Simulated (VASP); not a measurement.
# AlCr2C (P6_3/mmc) in VASP: notebook

AlCr2C is run at these levels: PBEsol; tasks: relaxation of shape and atoms at fixed volume.

Everything below comes from runs of VASP 6.6.1. Logs are shortened: lines on timing, memory, paths and dates and some standing lists are left out, and cuts for length are marked.

### 1 The cell of the first run

The structure is hexagonal, space group P6_3/mmc (No. 194). The conventional cell has a = 2.841 Å, b = 2.841 Å, c = 12.707 Å, α = 90.00°, β = 90.00°, γ = 120.00°. Within 3.6 Å of Al (site symmetry -6m2) lie 6 Cr at 2.67 Å and 6 Al at 2.84 Å and 6 C at 3.58 Å. Cr (site symmetry 3m) has 3 C at 1.96 Å and 3 Al at 2.67 Å and 9 Cr at 2.70 to 2.84 Å within 2.9 Å. Within 2.6 Å of C (site symmetry -3m) lie 6 Cr at 1.96 Å.

### 2 Relaxation of shape and atoms at fixed volume, PBEsol (11.11 Å³/atom)

Contents of INCAR:

```
SYSTEM = AlCr2C
PREC = Accurate ; ENCUT = 600
EDIFF = 1E-6 ; ISMEAR = 0
SIGMA = 0.1 ; LREAL = .FALSE.
LASPH = .TRUE. ; NELM = 80
ALGO = Fast ; ISIF = 4
LWAVE = .FALSE. ; LCHARG = .FALSE.
GGA = PS ; IBRION = 2
NSW = 50 ; EDIFFG = -0.01
```

Contents of KPOINTS:

```
regular mesh
0
G
  12 12 4
  0 0 0
```

Contents of POSCAR:

```
AlCr2C
1.0
    2.8414517614      0.0000000000      0.0000000000
   -1.4207258807      2.4607694090      0.0000000000
    0.0000000000      0.0000000000     12.7074850257
Al Cr C
2 4 2
Direct
    0.6666666667      0.3333333333      0.2500000000
    0.3333333333      0.6666666667      0.7500000000
    0.3333333333      0.6666666667      0.4156140080
    0.6666666667      0.3333333333      0.9156140080
    0.6666666667      0.3333333333      0.5843859920
    0.3333333333      0.6666666667      0.0843859920
    0.0000000000      0.0000000000      0.5000000000
    0.0000000000      0.0000000000      0.0000000000
```

Potentials or basis: VASP PAW PBE potentials, release 64 (Al, Cr_pv, C).

On the command line:

```bash
cat potpaw_PBE.64/Al/POTCAR potpaw_PBE.64/Cr_pv/POTCAR potpaw_PBE.64/C/POTCAR > POTCAR
mpirun -np 1 vasp_std > vasp.out
```

OUTCAR:

```text
SYSTEM = AlCr2C
   PREC = Accurate
   ENCUT = 600
   EDIFF = 1E-6
   ISMEAR = 0
   LREAL = .FALSE.
   LASPH = .TRUE.
   NELM = 80
   ISIF = 4
   GGA = PS
   IBRION = 2
   NSW = 50
   EDIFFG = -0.01

 ion  position               nearest neighbor table
   1  0.667  0.333  0.250-   3 2.67   6 2.67   3 2.67   6 2.67   3 2.67   6 2.67
   2  0.333  0.667  0.750-   4 2.67   5 2.67   4 2.67   5 2.67   4 2.67   5 2.67
   3  0.333  0.667  0.416-   7 1.96   7 1.96   7 1.96   1 2.67   1 2.67   1 2.67   5 2.70   5 2.70
                             5 2.70
   4  0.667  0.333  0.916-   8 1.96   8 1.96   8 1.96   2 2.67   2 2.67   2 2.67   6 2.70   6 2.70
                             6 2.70
   5  0.667  0.333  0.584-   7 1.96   7 1.96   7 1.96   2 2.67   2 2.67   2 2.67   3 2.70   3 2.70
                             3 2.70
   6  0.333  0.667  0.084-   8 1.96   8 1.96   8 1.96   1 2.67   1 2.67   1 2.67   4 2.70   4 2.70
                             4 2.70
   7  0.000  0.000  0.500-   3 1.96   5 1.96   3 1.96   5 1.96   5 1.96   3 1.96
   8  0.000  0.000  0.000-   4 1.96   6 1.96   6 1.96   4 1.96   4 1.96   6 1.96

  LATTYP: Found a hexagonal cell.
 ALAT       =     2.8414517614
 C/A-ratio  =     4.4721804531

  Lattice vectors:

 A1 = (   2.8414517614,   0.0000000000,   0.0000000000)
 A2 = (  -1.4207258807,   2.4607694090,   0.0000000000)
 A3 = (   0.0000000000,   0.0000000000,  12.7074850257)

Analysis of symmetry for initial positions (statically):
=====================================================================
 Subroutine PRICEL returns:
 Original cell was already a primitive cell.

 Routine SETGRP: Setting up the symmetry group for a
 hexagonal supercell.

 Subroutine GETGRP returns: Found 24 space group operations
 (whereof 12 operations were pure point group operations)
 out of a pool of 24 trial point group operations.

The static configuration has the point symmetry D_3d.
 The point group associated with its full space group is D_6h.

Analysis of symmetry for dynamics (positions and initial velocities):
=====================================================================
 Subroutine PRICEL returns:
 Original cell was already a primitive cell.

 Routine SETGRP: Setting up the symmetry group for a
 hexagonal supercell.

 Subroutine GETGRP returns: Found 24 space group operations
 (whereof 12 operations were pure point group operations)
 out of a pool of 24 trial point group operations.

The dynamic configuration has the point symmetry D_3d.
 The point group associated with its full space group is D_6h.

 Subroutine INISYM returns: Found 24 space group operations
 (whereof 12 operations are pure point group operations),
 and found     1 'primitive' translations

----------------------------------------------------------------------------------------

                                     Primitive cell

  volume of cell :      88.8527

  direct lattice vectors                    reciprocal lattice vectors
     2.841451761  0.000000000  0.000000000     0.351932774  0.203188482  0.000000000
    -1.420725881  2.460769409  0.000000000     0.000000000  0.406376963  0.000000000
     0.000000000  0.000000000 12.707485026     0.000000000  0.000000000  0.078693778

  length of vectors
     2.841451761  2.841451761 12.707485026     0.406376963  0.406376963  0.078693778

  position of ions in fractional coordinates (direct lattice)
     0.666666667  0.333333333  0.250000000
     0.333333333  0.666666667  0.750000000
     0.333333333  0.666666667  0.415614008
     0.666666667  0.333333333  0.915614008
     0.666666667  0.333333333  0.584385992
     0.333333333  0.666666667  0.084385992
     0.000000000  0.000000000  0.500000000
     0.000000000  0.000000000  0.000000000

  ion indices of the primitive-cell ions
   primitive index   ion index
                 1           1
                 2           2
                 3           3
                 4           4
                 5           5
                 6           6
                 7           7
                 8           8

----------------------------------------------------------------------------------------

 KPOINTS: regular mesh

Automatic generation of k-mesh.
 Grid dimensions read from file:
 generate k-points for:   12   12    4

 Generating k-lattice:

  Cartesian coordinates                     Fractional coordinates (reciprocal lattice)
     0.029327731  0.016932373  0.000000000     0.083333333 -0.000000000  0.000000000
     0.000000000  0.033864747  0.000000000     0.000000000  0.083333333  0.000000000
     0.000000000  0.000000000  0.019673444     0.000000000  0.000000000  0.250000000

  Length of vectors
     0.033864747  0.033864747  0.019673444

  Shift w.r.t. Gamma in fractional coordinates (k-lattice)
     0.000000000  0.000000000  0.000000000

 Subroutine IBZKPT returns following result:
 ===========================================

 Found     57 irreducible k-points:

 Following reciprocal coordinates:
            Coordinates               Weight
  0.000000  0.000000  0.000000      1.000000
  0.083333  0.000000  0.000000      6.000000
  0.166667  0.000000  0.000000      6.000000
  0.250000  0.000000  0.000000      6.000000
  0.333333  0.000000  0.000000      6.000000
  0.416667  0.000000  0.000000      6.000000
[... 16 lines left out ...]
  0.250000  0.000000  0.250000     12.000000
  0.333333  0.000000  0.250000     12.000000
 [... further k-points ...]
   k-points           NKPTS =     57   k-points in BZ     NKDIM =     57   number of bands    NBANDS=     37
   number of dos      NEDOS =    301   number of ions     NIONS =      8
   total plane-waves  NPLWV =  62208
   dimension x,y,z NGX =    24 NGY =   24 NGZ =  108
   dimension x,y,z NGXF=    48 NGYF=   48 NGZF=  216
   ions per type =               2   4   2
   NGX,Y,Z   is equivalent  to a cutoff of  14.04, 14.04, 14.13 a.u.
   NGXF,Y,Z  is equivalent  to a cutoff of  28.08, 28.08, 28.26 a.u.
 SYSTEM =  AlCr2C
   PREC   = accura    normal or accurate (medium, high low for compatibility)
   ISTART =      0    job   : 0-new  1-cont  2-samecut
   ICHARG =      2    charge: 1-file 2-atom 10-const
   ISPIN  =      1    spin polarized calculation?
   LNONCOLLINEAR =      F non collinear calculations
   LSORBIT =      F    spin-orbit coupling
   LASPH  =      T    aspherical Exc in radial PAW
   ENCUT  =  600.0 eV  44.10 Ry    6.64 a.u.   5.68  5.68 25.38*2*pi/ulx,y,z
   NELM   =     80;   NELMIN=  2; NELMDL= -5     # of ELM steps
   EDIFF  = 0.1E-05   stopping-criterion for ELM
   LREAL  =      F    real-space projection
   EDIFFG = -.1E-01   stopping-criterion for IOM
   NSW    =     50    number of steps for IOM
   IBRION =      2    ionic relax: 0-MD 1-quasi-New 2-CG
   NFREE  =      1    steps in history (QN), initial steepest desc. (CG)
   ISIF   =      4    stress and relaxation
   ISYM   =      2    0-nonsym 1-usesym 2-fastsym
   POTIM  = 0.5000    time-step for ionic-motion
   TEBEG  =    0.0;   TEEND  =   0.0 temperature during run
   PSTRESS=    0.0 pullay stress
   NELECT =      62.0000    total number of electrons
   NUPDOWN=      -1.0000    fix difference up-down
   EMIN   =  10.00;   EMAX   =-10.00  energy-range for DOS
   EFERMI =   0.00;   METHOD = LEGACY
   ISMEAR =     0;   SIGMA  =   0.10  broadening in eV -4-tet -1-fermi 0-gaus
   EFERMI_NEDOS =   21; number of points for ismear=-14 and -15
   IALGO  =     68    algorithm
   IMIX   =      4    mixing-type and parameters
     AMIX     =   0.40;   BMIX     =  1.00
     AMIX_MAG =   1.60;   BMIX_MAG =  1.00
  volume/ion in A,a.u.               =      11.11        74.95
  Fermi-wavevector in a.u.,A,eV,Ry     =   1.452051  2.743978 28.687222  2.108451
  Thomas-Fermi vector in A             =   2.569477
   LORBIT       =      0    0 simple, 1 ext, 2 COOP (PROOUT), +10 PAW based schemes
   GGA     = PS    functional components
   LHFCALC =     F    Hartree Fock is set to
   AEXX    =    0.0000 exact exchange contribution
   IVDW    =     0    specifies the selected vdW correction
   LEPSILON=     F    determine dielectric tensor
   LRPA    =     F    only Hartree local field effects (RPA)
 conjugate gradient relaxation of ions
 non-spin polarized calculation
 RMM-DIIS sequential band-by-band and
 Gauss-broadening in eV      SIGMA  =   0.10
  energy-cutoff  :      600.00
  volume of cell :       88.85
 maximum number of plane-waves:      2996
 NGX is ok and might be reduce to    24
   NGX = 11   NGY = 11   NGZ = 51

--------------------------------------- Ionic step        1  -------------------------------------------

 number of electron      61.9999992 magnetization

 Free energy of the ion-electron system (eV)
  ---------------------------------------------------
  ext. energy  EPLUGINS =         0.00000000
  ---------------------------------------------------
  free energy    TOTEN  =       -70.22065138 eV

  energy without entropy =      -70.18843155  energy(sigma->0) =      -70.20454147

------------------------ aborting loop because EDIFF is reached ----------------------------------------

  FORCE on cell =-STRESS in cart. coord.  units (eV):
  Direction    XX          YY          ZZ          XY          YZ          ZX
  --------------------------------------------------------------------------------------
  -------------------------------------------------------------------------------------
  Total       -3.6439658     -3.6439658     -3.8354253      0.0000000      0.0000000     -0.0000000
  in kB      -65.7073668    -65.7073668    -69.1597308      0.0000000      0.0000000     -0.0000000
  external PRESSURE =     -66.8581548 kB  Pullay stress =       0.0000000 kB
[... 69 lines left out ...]
  energy  without entropy=      -70.1971924758  energy(sigma->0) =      -70.21308595

--------------------------------------- Ionic step        3  -------------------------------------------

 number of electron      61.9999994 magnetization

 Free energy of the ion-electron system (eV)
  ---------------------------------------------------
  ext. energy  EPLUGINS =         0.00000000
  ---------------------------------------------------
  free energy    TOTEN  =       -70.22909980 eV

  energy without entropy =      -70.19726010  energy(sigma->0) =      -70.21317995

 E-fermi :   9.8151     XC(G=0): -12.5684

 val. band max:        9.7980240350   @ k =   0.1667   0.0833   0.2500
 cond. band min:       9.8212882801   @ k =   0.3333   0.0833   0.0000
 fundamental gap:      0.0232642451
 Fermi energy:         9.8150824917

 k-point     1 :       0.0000    0.0000    0.0000
  band No.  band energies     occupation
      1     -33.4412      2.00000
      2     -33.4399      2.00000
      3     -33.2209      2.00000
      4     -33.2209      2.00000
      5     -33.2209      2.00000
      6     -33.2209      2.00000
[... 949 lines left out ...]
     36      10.6866      0.00000
     37      10.9477      0.00000

 [... further k-points ...]

------------------------ aborting loop because EDIFF is reached ----------------------------------------

  FORCE on cell =-STRESS in cart. coord.  units (eV):
  Direction    XX          YY          ZZ          XY          YZ          ZX
  --------------------------------------------------------------------------------------
  -------------------------------------------------------------------------------------
  Total       -3.1152499     -3.1152499     -3.0740244     -0.0000000     -0.0000000      0.0000000
  in kB      -56.1736525    -56.1736525    -55.4302800     -0.0000000     -0.0000000      0.0000000
  external PRESSURE =     -55.9258617 kB  Pullay stress =       0.0000000 kB
[... 23 lines left out ...]
  FREE ENERGIE OF THE ION-ELECTRON SYSTEM (eV)
  ---------------------------------------------------
  free  energy   TOTEN  =       -70.2290997963 eV

  energy  without entropy=      -70.1972600970  energy(sigma->0) =      -70.21317995

 reached required accuracy - stopping structural energy minimisation
```

Wall time 23 min (1 thread of Oxide Virtual Turin-like, shared host); peak memory 0.34 GiB.

Results:

| Item | Value |
| --- | --- |
| Free energy | -70.2291 eV |
| Energy gained by relaxing | 1.1 meV/atom |
| Ionic steps | 3 |
| Pressure after relaxing | -5.6 GPa |
| Band gap on the k mesh | zero (bands 31 and 32 overlap by 0.86 eV) |

Forces on the atoms (eV/Å):
```
Al   0.000  0.000  0.000
Al   0.000  0.000  0.000
Cr   0.000  0.000  0.003
Cr   0.000  0.000  0.003
Cr   0.000  0.000 -0.003
Cr   0.000  0.000 -0.003
C    0.000  0.000  0.000
C    0.000  0.000  0.000
```

The path:
```csv
step,energy change (eV),largest force (eV/Å),pressure (GPa),volume (Å³)
1,0.0000,0.3108,-6.69,88.85
2,-0.0083,0.0358,-5.32,88.85
3,-0.0084,0.0028,-5.59,88.85
```

Final structure:
```
CELL_PARAMETERS angstrom
2.84243 0.00000 0.00000
-1.42122 2.46162 0.00000
0.00000 0.00000 12.69873
ATOMIC_POSITIONS crystal
Al 0.66667 0.33333 0.25000
Al 0.33333 0.66667 0.75000
Cr 0.33333 0.66667 0.41667
Cr 0.66667 0.33333 0.91667
Cr 0.66667 0.33333 0.58333
Cr 0.33333 0.66667 0.08333
C 0.00000 0.00000 0.50000
C 0.00000 0.00000 0.00000
```

Caveat: the PAW data sets were made with another functional, which shifts forces and pressure a little; the run has no spin polarisation, though such a crystal can be magnetic. Spin polarisation is off, so any magnetic state and its effect on volume and gap are missing.

### 3 Relaxation of shape and atoms at fixed volume, PBEsol (11.43 Å³/atom)

This run uses another cell than the first one, of 11.43 Å³/atom.

Contents of INCAR:

```
PREC     = Accurate       # precision mode
ENCUT    = 600            # plane-wave cutoff, eV
EDIFF    = 1E-7           # SCF threshold, eV
ISMEAR   = 0              # smearing method
SIGMA    = 0.1            # smearing width, eV
LREAL    = F              # projectors in reciprocal space
LASPH    = T              # aspherical terms in the spheres
NELM     = 60             # most SCF steps
ALGO     = Fast           # electronic algorithm
ISIF     = 4              # what is computed and relaxed
LWAVE    = F              # write WAVECAR
LCHARG   = F              # write CHGCAR
GGA      = PS             # functional
IBRION   = 2              # ionic algorithm
NSW      = 50             # ionic steps
EDIFFG   = -0.01          # ionic threshold
```

Contents of KPOINTS:

```
Automatic mesh
0
Gamma
  12 12 4
```

Contents of POSCAR:

```
AlCr2C
1.0
    2.8691767566      0.0000000000      0.0000000000
   -1.4345883783      2.4847799592      0.0000000000
    0.0000000000      0.0000000000     12.8260879729
Al Cr C
2 4 2
Direct
    0.6666666667      0.3333333333      0.2500000000
    0.3333333333      0.6666666667      0.7500000000
    0.3333333333      0.6666666667      0.4167729456
    0.6666666667      0.3333333333      0.9167729456
    0.6666666667      0.3333333333      0.5832270544
    0.3333333333      0.6666666667      0.0832270544
    0.0000000000      0.0000000000      0.5000000000
    0.0000000000      0.0000000000      0.0000000000
```

Potentials or basis: VASP PAW PBE potentials, release 64 (Al, Cr_pv, C).

On the command line:

```bash
cat potpaw_PBE.64/Al/POTCAR potpaw_PBE.64/Cr_pv/POTCAR potpaw_PBE.64/C/POTCAR > POTCAR
mpirun -np 1 vasp_std > vasp.out
```

Run time: 34 min. Hardware: 1 thread of Oxide Virtual Turin-like, shared host; peak memory 0.35 GiB.

It converged, with:

| Quantity | Value |
| --- | --- |
| Free energy | -70.1016 eV |
| Energy gained by relaxing | 1.0 meV/atom |
| Ionic steps | 5 |
| Pressure after relaxing | -10.3 GPa |
| Largest force after relaxing | 0.006 eV/Å |
| Band gap on the k mesh | zero (bands 31 and 32 overlap by 0.83 eV) |

Forces in eV/Å, atoms in the order of the input:
```
Al   0.000  0.000  0.000
Al   0.000  0.000  0.000
Cr   0.000  0.000 -0.006
Cr   0.000  0.000 -0.006
Cr   0.000  0.000  0.006
Cr   0.000  0.000  0.006
C    0.000  0.000  0.000
C    0.000  0.000  0.000
```

Step by step:
| step | energy change (eV) | largest force (eV/Å) | pressure (GPa) | volume (Å³) |
| --- | --- | --- | --- | --- |
| 1 | 0.0000 | 0.2976 | -11.36 | 91.44 |
| 2 | -0.0079 | 0.0253 | -10.24 | 91.44 |
| 3 | -0.0080 | 0.0027 | -10.34 | 91.44 |
| 4 | -0.0080 | 0.0043 | -10.30 | 91.44 |
| 5 | -0.0080 | 0.0062 | -10.33 | 91.44 |

Final structure:
```
Al Cr C
1.0
     2.86918    0.00000    0.00000
    -1.43459    2.48478    0.00000
     0.00000    0.00000   12.82604
Al Cr C
2 4 2
Direct
  0.66667 0.33333 0.25000
  0.33333 0.66667 0.75000
  0.33333 0.66667 0.41783
  0.66667 0.33333 0.91783
  0.66667 0.33333 0.58217
  0.33333 0.66667 0.08217
  0.00000 0.00000 0.50000
  0.00000 0.00000 0.00000
```

Levels at points of the mesh, in eV from the Fermi level:
| k point | band 27 | band 28 | band 29 | band 30 | band 31 | band 32 | band 33 | band 34 | band 35 | band 36 |
| --- | --- | --- | --- | --- | --- | --- | --- | --- | --- | --- |
| (0.00, 0.00, 0.00) | -1.09 | -1.08 | -1.08 | -1.03 | -0.20 | -0.20 | -0.17 | -0.17 | 0.64 | 0.64 |
| (0.50, 0.00, 0.00) | -1.94 | -1.90 | 0.12 | 0.35 | 0.38 | 0.44 | 0.71 | 0.73 | 1.16 | 1.18 |
| (0.00, 0.00, 0.50) | -1.09 | -1.09 | -1.09 | -1.09 | -0.19 | -0.19 | -0.19 | -0.19 | 0.66 | 0.66 |
| (0.50, 0.00, 0.50) | -1.92 | -1.92 | 0.26 | 0.26 | 0.39 | 0.39 | 0.72 | 0.72 | 1.17 | 1.17 |

Caveat: the PAW data sets were made with another functional, which shifts forces and pressure a little; the run has no spin polarisation, though such a crystal can be magnetic. Spin polarisation is off, so any magnetic state and its effect on volume and gap are missing.

The gap in the log of VASP goes by the Fermi energy; the results here count the filled bands.